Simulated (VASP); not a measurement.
# MgTe4 (R-3m) in VASP: further runs

MgTe4 is run at these levels: PBE; tasks: single point, relaxation of cell and atoms.

All numbers are computed with VASP 6.6.1; they aren't measurements. Logs are shortened: lines on timing, memory, paths and dates and some standing lists are left out, and cuts for length are marked.

## 1. The cell of the first run

Symmetry: R-3m, No. 166, trigonal system. The conventional cell has a = 6.549 Å, b = 6.549 Å, c = 13.445 Å, α = 90.00°, β = 90.00°, γ = 120.00°. Within 3.9 Å of Mg (site symmetry -3m) lie 6 Te at 2.93 Å. Within 3.9 Å of Te (site symmetry 2/m) lie 2 Mg at 2.93 Å and 6 Te at 3.27 Å. Te (site symmetry -3m) has 6 Te at 3.27 Å within 4.3 Å.

## 2. Single point, PBE

INCAR reads:

```
ALGO = Normal
EDIFF = 1E-6
ENCUT = 520
GGA = PE
ISIF = 2
ISMEAR = 0
LASPH = T
LCHARG = T
LELF = T
LREAL = F
LVHAR = T
LWAVE = F
NBANDS = 21
NELM = 60
PREC = Accurate
SIGMA = 0.1
```

KPOINTS reads:

```
k-points
0
Gamma
  3 3 3
```

POSCAR reads:

```
MgTe4
1.0
    3.2743911190      1.8904705923      4.4815601418
   -3.2743911190      1.8904705923      4.4815601418
    0.0000000000     -3.7809411896      4.4815601397
Mg Te
1 4
Direct
    0.0000000000      0.0000000000      0.0000000000
    0.0000000000      0.0000000000      0.5000000000
    0.5000000000      0.0000000000      0.0000000000
    0.0000000000      0.5000000000      0.0000000000
    0.5000000000      0.5000000000      0.5000000000
```

Potentials or basis: VASP PAW PBE potentials, release 64 (Mg, Te).

Command:

```sh
> cat potpaw_PBE.64/Mg/POTCAR potpaw_PBE.64/Te/POTCAR > POTCAR
> mpirun -np 1 vasp_std > vasp.out
```

OUTCAR:

```text
EDIFF = 1E-6
   ENCUT = 520
   GGA = PE
   ISIF = 2
   ISMEAR = 0
   LASPH = T
   LREAL = F
   NELM = 60
   PREC = Accurate

 ion  position               nearest neighbor table
   1  0.000  0.000  0.000-   2 2.93   2 2.93   4 2.93   3 2.93   4 2.93   3 2.93
   2  0.000  0.000  0.500-   1 2.93   1 2.93   3 3.27   4 3.27   4 3.27   3 3.27   5 3.27   5 3.27

   3  0.500  0.000  0.000-   1 2.93   1 2.93   5 3.27   5 3.27   2 3.27   2 3.27   4 3.27   4 3.27

   4  0.000  0.500  0.000-   1 2.93   1 2.93   5 3.27   2 3.27   2 3.27   5 3.27   3 3.27   3 3.27

   5  0.500  0.500  0.500-   3 3.27   4 3.27   3 3.27   4 3.27   2 3.27   2 3.27

  LATTYP: Found a trigonal (rhomboedric) cell.
 ALAT       =     5.8634373507
 COS(alpha) =     0.3762845174

  Lattice vectors:

 A1 = (   3.2743911190,   1.8904705923,   4.4815601418)
 A2 = (  -3.2743911190,   1.8904705923,   4.4815601418)
 A3 = (   0.0000000000,  -3.7809411896,   4.4815601397)

Analysis of symmetry for initial positions (statically):
=====================================================================
 Subroutine PRICEL returns:
 Original cell was already a primitive cell.

 Routine SETGRP: Setting up the symmetry group for a
 trigonal (rhombohedral) supercell.

 Subroutine GETGRP returns: Found 12 space group operations
 (whereof 12 operations were pure point group operations)
 out of a pool of 12 trial point group operations.

The static configuration has the point symmetry D_3d.

Analysis of symmetry for dynamics (positions and initial velocities):
=====================================================================
 Subroutine PRICEL returns:
 Original cell was already a primitive cell.

 Routine SETGRP: Setting up the symmetry group for a
 trigonal (rhombohedral) supercell.

 Subroutine GETGRP returns: Found 12 space group operations
 (whereof 12 operations were pure point group operations)
 out of a pool of 12 trial point group operations.

The dynamic configuration has the point symmetry D_3d.

 Subroutine INISYM returns: Found 12 space group operations
 (whereof 12 operations are pure point group operations),
 and found     1 'primitive' translations

----------------------------------------------------------------------------------------

                                     Primitive cell

  volume of cell :     166.4489

  direct lattice vectors                    reciprocal lattice vectors
     3.274391119  1.890470592  4.481560142     0.152700145  0.088161470  0.074378860
    -3.274391119  1.890470592  4.481560142    -0.152700145  0.088161470  0.074378860
     0.000000000 -3.780941190  4.481560140     0.000000000 -0.176322940  0.074378860

  length of vectors
     5.863437351  5.863437351  5.863437351     0.191368738  0.191368738  0.191368738

  position of ions in fractional coordinates (direct lattice)
     0.000000000  0.000000000  0.000000000
     0.000000000  0.000000000  0.500000000
     0.500000000  1.000000000  1.000000000
     1.000000000  0.500000000  1.000000000
     0.500000000  0.500000000  0.500000000

  ion indices of the primitive-cell ions
   primitive index   ion index
                 1           1
                 2           2
                 3           3
                 4           4
                 5           5

----------------------------------------------------------------------------------------

 KPOINTS: k-points

Automatic generation of k-mesh.
 Grid dimensions read from file:
 generate k-points for:    3    3    3

 Generating k-lattice:

  Cartesian coordinates                     Fractional coordinates (reciprocal lattice)
     0.050900048  0.029387157  0.024792953     0.333333333  0.000000000  0.000000000
    -0.050900048  0.029387157  0.024792953     0.000000000  0.333333333  0.000000000
     0.000000000 -0.058774313  0.024792953    -0.000000000 -0.000000000  0.333333333

  Length of vectors
     0.063789579  0.063789579  0.063789579

  Shift w.r.t. Gamma in fractional coordinates (k-lattice)
     0.000000000  0.000000000  0.000000000

 Subroutine IBZKPT returns following result:
 ===========================================

 Found      6 irreducible k-points:

 Following reciprocal coordinates:
            Coordinates               Weight
  0.000000  0.000000  0.000000      1.000000
  0.333333  0.000000  0.000000      6.000000
  0.333333  0.333333  0.000000      6.000000
 -0.333333  0.333333  0.000000      6.000000
  0.333333  0.333333  0.333333      2.000000
 -0.333333  0.333333  0.333333      6.000000
   k-points           NKPTS =      6   k-points in BZ     NKDIM =      6   number of bands    NBANDS=     21
   number of dos      NEDOS =    301   number of ions     NIONS =      5
   total plane-waves  NPLWV = 110592
   dimension x,y,z NGX =    48 NGY =   48 NGZ =   48
   dimension x,y,z NGXF=    96 NGYF=   96 NGZF=   96
   ions per type =               1   4
   NGX,Y,Z   is equivalent  to a cutoff of  13.61, 13.61, 13.61 a.u.
   NGXF,Y,Z  is equivalent  to a cutoff of  27.22, 27.22, 27.22 a.u.
 SYSTEM =  unknown system
   PREC   = accura    normal or accurate (medium, high low for compatibility)
   ISTART =      0    job   : 0-new  1-cont  2-samecut
   ICHARG =      2    charge: 1-file 2-atom 10-const
   ISPIN  =      1    spin polarized calculation?
   LNONCOLLINEAR =      F non collinear calculations
   LSORBIT =      F    spin-orbit coupling
   LASPH  =      T    aspherical Exc in radial PAW
   ENCUT  =  520.0 eV  38.22 Ry    6.18 a.u.  10.90 10.90 10.90*2*pi/ulx,y,z
   NELM   =     60;   NELMIN=  2; NELMDL= -5     # of ELM steps
   EDIFF  = 0.1E-05   stopping-criterion for ELM
   LREAL  =      F    real-space projection
   EDIFFG = 0.1E-04   stopping-criterion for IOM
   NSW    =      0    number of steps for IOM
   IBRION =     -1    ionic relax: 0-MD 1-quasi-New 2-CG
   NFREE  =      0    steps in history (QN), initial steepest desc. (CG)
   ISIF   =      2    stress and relaxation
   ISYM   =      2    0-nonsym 1-usesym 2-fastsym
   POTIM  = 0.5000    time-step for ionic-motion
   TEBEG  =    0.0;   TEEND  =   0.0 temperature during run
   PSTRESS=    0.0 pullay stress
   NELECT =      26.0000    total number of electrons
   NUPDOWN=      -1.0000    fix difference up-down
   EMIN   =  10.00;   EMAX   =-10.00  energy-range for DOS
   EFERMI =   0.00;   METHOD = LEGACY
   ISMEAR =     0;   SIGMA  =   0.10  broadening in eV -4-tet -1-fermi 0-gaus
   EFERMI_NEDOS =   21; number of points for ismear=-14 and -15
   IALGO  =     38    algorithm
   IMIX   =      4    mixing-type and parameters
     AMIX     =   0.40;   BMIX     =  1.00
     AMIX_MAG =   1.60;   BMIX_MAG =  1.00
  volume/ion in A,a.u.               =      33.29       224.65
  Fermi-wavevector in a.u.,A,eV,Ry     =   0.881669  1.666113 10.576359  0.777340
  Thomas-Fermi vector in A             =   2.002197
   LORBIT       =      0    0 simple, 1 ext, 2 COOP (PROOUT), +10 PAW based schemes
   GGA     = PE    functional components
   LHFCALC =     F    Hartree Fock is set to
   AEXX    =    0.0000 exact exchange contribution
   IVDW    =     0    specifies the selected vdW correction
   LEPSILON=     F    determine dielectric tensor
   LRPA    =     F    only Hartree local field effects (RPA)
 non-spin polarized calculation
 Gauss-broadening in eV      SIGMA  =   0.10
  energy-cutoff  :      520.00
  volume of cell :      166.45
 maximum number of plane-waves:      4494
 NGX is ok and might be reduce to    48
   NGX = 21   NGY = 21   NGZ = 21

 number of electron      26.0000001 magnetization

 Free energy of the ion-electron system (eV)
  ---------------------------------------------------
  ext. energy  EPLUGINS =         0.00000000
  ---------------------------------------------------
  free energy    TOTEN  =       -14.27092998 eV

  energy without entropy =      -14.25123529  energy(sigma->0) =      -14.26108263

 E-fermi :   5.0293     XC(G=0):  -8.6430

 val. band max:        4.9978269982   @ k =  -0.3333   0.3333   0.0000
 cond. band min:       5.1031015927   @ k =  -0.3333   0.3333   0.0000
 fundamental gap:      0.1052745945
 Fermi energy:         5.0292972845

 k-point     1 :       0.0000    0.0000    0.0000
  band No.  band energies     occupation
      1      -8.3937      2.00000
      2      -5.4756      2.00000
      3      -5.4756      2.00000
      4      -5.1584      2.00000
      5      -1.1468      2.00000
      6      -0.5778      2.00000
[... 13 lines left out ...]
     20       8.2368      0.00000
     21      10.3892      0.00000

 k-point     2 :       0.3333    0.0000    0.0000
  band No.  band energies     occupation
      1      -7.9125      2.00000
      2      -6.5451      2.00000
      3      -5.5690      2.00000
      4      -5.3441      2.00000
      5      -0.1805      2.00000
      6       0.3248      2.00000
[... 13 lines left out ...]
     20       9.4429      0.00000
     21       9.9771      0.00000

 k-point     3 :       0.3333    0.3333    0.0000
  band No.  band energies     occupation
      1      -7.8559      2.00000
      2      -6.4703      2.00000
      3      -5.6599      2.00000
      4      -5.4271      2.00000
      5      -0.3261      2.00000
      6       0.3857      2.00000
[... 13 lines left out ...]
     20       9.4498      0.00000
     21      10.2650      0.00000

 k-point     4 :      -0.3333    0.3333    0.0000
  band No.  band energies     occupation
      1      -7.1275      2.00000
      2      -6.9997      2.00000
      3      -6.6663      2.00000
      4      -4.8648      2.00000
      5       0.2923      2.00000
      6       0.6818      2.00000
[... 13 lines left out ...]
     20      10.0084      0.00000
     21      10.9546      0.00000

 k-point     5 :       0.3333    0.3333    0.3333
  band No.  band energies     occupation
      1      -8.2501      2.00000
      2      -5.5397      2.00000
      3      -5.5397      2.00000
      4      -5.1817      2.00000
      5      -1.5436      2.00000
      6      -0.5962      2.00000
[... 13 lines left out ...]
     20       9.9289      0.00000
     21      10.6371      0.00000

 k-point     6 :      -0.3333    0.3333    0.3333
  band No.  band energies     occupation
      1      -7.7491      2.00000
      2      -6.6069      2.00000
      3      -5.6447      2.00000
      4      -5.4002      2.00000
      5      -0.6869      2.00000
      6       0.3095      2.00000
[... 13 lines left out ...]
     20      10.3121      0.00000
     21      11.0350      0.00000

------------------------ aborting loop because EDIFF is reached ----------------------------------------

  FORCE on cell =-STRESS in cart. coord.  units (eV):
  Direction    XX          YY          ZZ          XY          YZ          ZX
  --------------------------------------------------------------------------------------
  -------------------------------------------------------------------------------------
  Total       -0.0550986     -0.0550986     -0.0962675      0.0000000      0.0000000      0.0000000
  in kB       -0.5303597     -0.5303597     -0.9266367      0.0000000      0.0000000      0.0000000
  external PRESSURE =      -0.6624520 kB  Pullay stress =       0.0000000 kB

 VOLUME and BASIS-vectors are now :
 -----------------------------------------------------------------------------
  energy-cutoff  :      520.00
  volume of cell :      166.45
      direct lattice vectors                 reciprocal lattice vectors
     3.274391119  1.890470592  4.481560142     0.152700145  0.088161470  0.074378860
    -3.274391119  1.890470592  4.481560142    -0.152700145  0.088161470  0.074378860
     0.000000000 -3.780941190  4.481560140     0.000000000 -0.176322940  0.074378860

 POSITION                                       TOTAL-FORCE (eV/Angst)
 -----------------------------------------------------------------------------------
      0.00000      0.00000      0.00000         0.000000     -0.000000      0.000000
      0.00000     -1.89047      2.24078         0.000000      0.000000      0.000000
      1.63720      0.94524      2.24078         0.000000     -0.000000     -0.000000
     -1.63720      0.94524      2.24078        -0.000000      0.000000      0.000000
      0.00000     -0.00000      6.72234         0.000000      0.000000     -0.000000
 -----------------------------------------------------------------------------------
    total drift:                               -0.000000     -0.000000      0.000000

  FREE ENERGIE OF THE ION-ELECTRON SYSTEM (eV)
  ---------------------------------------------------
  free  energy   TOTEN  =       -14.2709299759 eV

  energy  without entropy=      -14.2512352904  energy(sigma->0) =      -14.26108263
```

It took 24 s on 1 thread of Intel Xeon 6975P-C, shared host; peak memory 0.31 GiB.

What came out:

```yaml
Free_energy: -14.2709 eV
Pressure: -0.1 GPa
Band_gap_on_the_k_mesh: zero (band 13 reaches 5.63 eV, above the bottom of band 14 at 5.00 eV)
```

Levels at points of the mesh, in eV from the Fermi level:
```tsv
k point	band 11	band 12	band 13	band 14	band 15	band 16
(0.00, 0.00, 0.00)	-1.09	-0.43	0.51	0.51	0.57	2.77
```

Caveat: the k points lie up to 0.40 Å⁻¹ apart; spin-orbit coupling is left out, which moves the levels of the heavy elements.

## 3. Single point, PBE

This run uses another cell than the first one, of 34.44 Å³/atom, 1.034 times its volume.

INCAR reads:

```
SYSTEM = MgTe4
PREC = Accurate
ENCUT = 520
EDIFF = 1E-7
ISMEAR = 0
SIGMA = 0.1
LREAL = .FALSE.
LASPH = .TRUE.
NELM = 80
ALGO = Normal
ISIF = 2
LWAVE = .FALSE.
LCHARG = .TRUE.
GGA = PE
LELF = .TRUE.
LVHAR = .TRUE.
NBANDS = 21
```

KPOINTS reads:

```
regular mesh
0
G
  3 3 3
  0 0 0
```

Changes to POSCAR since step 2:

```diff
@@ -2,5 +2,5 @@
 1.0
-    3.2743911190      1.8904705923      4.4815601418
-   -3.2743911190      1.8904705923      4.4815601418
-    0.0000000000     -3.7809411896      4.4815601397
+    3.3022395900      1.9065489100      4.5580308800
+   -3.3022395900      1.9065489100      4.5580308800
+    0.0000000000     -3.8130978300      4.5580308800
 Mg Te
```

Potentials or basis: VASP PAW PBE potentials, release 64 (Mg, Te).

Command:

```sh
> cat potpaw_PBE.64/Mg/POTCAR potpaw_PBE.64/Te/POTCAR > POTCAR
> mpirun -np 1 vasp_std > vasp.out
```

OUTCAR:

```text
SYSTEM = MgTe4
   PREC = Accurate
   ENCUT = 520
   EDIFF = 1E-7
   ISMEAR = 0
   LREAL = .FALSE.
   LASPH = .TRUE.
   NELM = 80
   ISIF = 2
   GGA = PE

 ion  position               nearest neighbor table
   1  0.000  0.000  0.000-   3 2.97   4 2.97   4 2.97   3 2.97   2 2.97   2 2.97
   2  0.000  0.000  0.500-   1 2.97   1 2.97   3 3.30   4 3.30   4 3.30   3 3.30   5 3.30   5 3.30

   3  0.500  0.000  0.000-   1 2.97   1 2.97   5 3.30   5 3.30   2 3.30   2 3.30   4 3.30   4 3.30

[... 331 lines left out ...]
  --------------------------------------------------------------------------------------
  -------------------------------------------------------------------------------------
  Total       -1.4058044     -1.4058044     -1.1125054      0.0000000      0.0000000      0.0000000
  in kB      -13.0812859    -13.0812858    -10.3520813      0.0000000      0.0000000      0.0000000
  external PRESSURE =     -12.1715510 kB  Pullay stress =       0.0000000 kB

 VOLUME and BASIS-vectors are now :
 -----------------------------------------------------------------------------
  energy-cutoff  :      520.00
  volume of cell :      172.18
      direct lattice vectors                 reciprocal lattice vectors
     3.302239590  1.906548910  4.558030880     0.151412393  0.087417986  0.073130995
    -3.302239590  1.906548910  4.558030880    -0.151412393  0.087417986  0.073130995
     0.000000000 -3.813097830  4.558030880     0.000000000 -0.174835972  0.073130995

 POSITION                                       TOTAL-FORCE (eV/Angst)
 -----------------------------------------------------------------------------------
      0.00000      0.00000      0.00000         0.000000      0.000000     -0.000000
      0.00000     -1.90655      2.27902         0.000000     -0.000000      0.000000
      1.65112      0.95327      2.27902         0.000000     -0.000000      0.000000
     -1.65112      0.95327      2.27902        -0.000000      0.000000     -0.000000
      0.00000     -0.00000      6.83705        -0.000000      0.000000     -0.000000
 -----------------------------------------------------------------------------------
    total drift:                               -0.000000     -0.000000      0.000000

  FREE ENERGIE OF THE ION-ELECTRON SYSTEM (eV)
  ---------------------------------------------------
  free  energy   TOTEN  =       -14.2480527999 eV

  energy  without entropy=      -14.2278731490  energy(sigma->0) =      -14.23796297
```

stdout:

```text
POSCAR found type information on POSCAR MgTe
 POSCAR found :  2 types and       5 ions
 scaLAPACK will be used
 LDA part: xc-table for (Slater+PW92), standard interpolation
 POSCAR, INCAR and KPOINTS ok, starting setup
 FFT: planning ... GRIDC
 FFT: planning ... GRID_SOFT
 FFT: planning ... GRID
 WAVECAR not read
 entering main loop
```

Run time: 30 s. Hardware: 1 thread of Intel Xeon 6975P-C, shared host; peak memory 0.31 GiB.

What came out:

```
Free energy            : -14.2481 eV
Pressure               : -1.2 GPa
Band gap on the k mesh : zero (band 13 reaches 5.27 eV, above the bottom of band 14 at 4.68 eV)
```

Levels at points of the mesh, in eV from the Fermi level:
```tsv
k point	band 11	band 12	band 13	band 14	band 15	band 16
(0.00, 0.00, 0.00)	-1.04	-0.50	0.48	0.48	0.53	2.83
```

Caveat: the k points lie up to 0.40 Å⁻¹ apart; spin-orbit coupling is left out, which moves the levels of the heavy elements.

(Continued in part 2 of 3.)
